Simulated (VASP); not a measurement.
A run of VASP 6.6.1 is set up as follows.

File INCAR:

```
PREC = Accurate ; ENCUT = 520
EDIFF = 1E-6 ; ISMEAR = -1
SIGMA = 0.02 ; LREAL = F
LASPH = T ; NELM = 60
ALGO = Normal ; ISIF = 2
LWAVE = F ; LCHARG = F
GGA = PE ; NBANDS = 9
```

The input KPOINTS:

```
regular mesh
0
Gamma
  12 12 12
```

The input POSCAR:

```
LiH
1.0
    0.0000000000      2.1433375124      2.1433375124
    2.1433375124      0.0000000000      2.1433375124
    2.1433375124      2.1433375124      0.0000000000
Li H
1 1
Direct
    0.0000000000      0.0000000000      0.0000000000
    0.2500000000      0.2500000000      0.2500000000
```

Potentials or basis: VASP PAW PBE potentials, release 64 (Li_sv, H).

Launch:

```sh
$ cat potpaw_PBE.64/Li_sv/POTCAR potpaw_PBE.64/H/POTCAR > POTCAR
$ mpirun -np 1 vasp_std > vasp.out
```

Question: Predict the band gap on the k mesh.

Answer: 4.21 eV, indirect (least direct gap 5.27 eV).

 A k mesh can miss the band edges.
